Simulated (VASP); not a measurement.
Write the native input for VASP 6.6.1 that does the following.

* Task: single point
* Functional: r2SCAN
* Potentials or basis: VASP PAW PBE potentials, release 64 (In_d, As)
* Cutoff: 520 eV
* k mesh: 8 × 8 × 8
* Occupations: fermi-dirac, width 0.02 eV
* Spin: no spin polarisation
* Dipole correction: no
* Further INCAR settings: ALGO = Normal; EDIFF = 1e-06; NBANDS = 16

InAs:

```xyz
2
Lattice="0.0000 3.0088 3.0088 3.0088 0.0000 3.0088 3.0088 3.0088 0.0000" Properties=species:S:1:pos:R:3 pbc="T T T"
In    0.0000    0.0000    0.0000
As    1.5044    1.5044    1.5044
```

This cell differs from its parent crystal: strain -1.5%.

One way to write it, as run:

POSCAR

```
InAs
1.0
    0.0000000000      3.0087716161      3.0087716161
    3.0087716161      0.0000000000      3.0087716161
    3.0087716161      3.0087716161      0.0000000000
In As
1 1
Direct
    0.0000000000      0.0000000000      0.0000000000
    0.2500000000      0.2500000000      0.2500000000
```

INCAR.step1

```
PREC     = Accurate       # precision mode
ENCUT    = 520            # plane-wave cutoff, eV
ISMEAR   = -1             # smearing method
SIGMA    = 0.02           # smearing width, eV
LREAL    = F              # projectors in reciprocal space
LASPH    = T              # aspherical terms in the spheres
NELM     = 80             # most SCF steps
NBANDS   = 16             # bands
GGA      = PE             # functional
ALGO     = Normal         # electronic algorithm
EDIFF    = 1E-4           # SCF threshold, eV
LWAVE    = T              # write WAVECAR
LCHARG   = F              # write CHGCAR
```

INCAR.step2

```
PREC     = Accurate       # precision mode
ENCUT    = 520            # plane-wave cutoff, eV
EDIFF    = 1E-6           # SCF threshold, eV
ISMEAR   = -1             # smearing method
SIGMA    = 0.02           # smearing width, eV
LREAL    = F              # projectors in reciprocal space
LASPH    = T              # aspherical terms in the spheres
NELM     = 80             # most SCF steps
ALGO     = Normal         # electronic algorithm
ISIF     = 2              # what is computed and relaxed
LWAVE    = F              # write WAVECAR
LCHARG   = F              # write CHGCAR
METAGGA  = R2SCAN         # meta-GGA
LMIXTAU  = T            
NBANDS   = 16             # bands
ISTART   = 1
```

KPOINTS

```
regular mesh
0
Gamma
  8 8 8
```

Potentials or basis: VASP PAW PBE potentials, release 64 (In_d, As).

Run with:

```console
$ cat potpaw_PBE.64/In_d/POTCAR potpaw_PBE.64/As/POTCAR > POTCAR
$ cp INCAR.step1 INCAR
$ mpirun -np 1 vasp_std > vasp.out
$ cp INCAR.step2 INCAR
$ mpirun -np 1 vasp_std > vasp.out
```

Results of the run:

- Pressure: 2.9 GPa
- Band gap on the k mesh: 0.33 eV

Caveat: the cell differs from its parent crystal (strain -1.5%); the PAW data sets were made with another functional, which shifts forces and pressure a little; spin-orbit coupling is left out, which moves the levels of the heavy elements.

Run time: 70 s on 1 thread of Intel Xeon 8259CL, with other jobs on the host, peak memory 0.2 GiB.
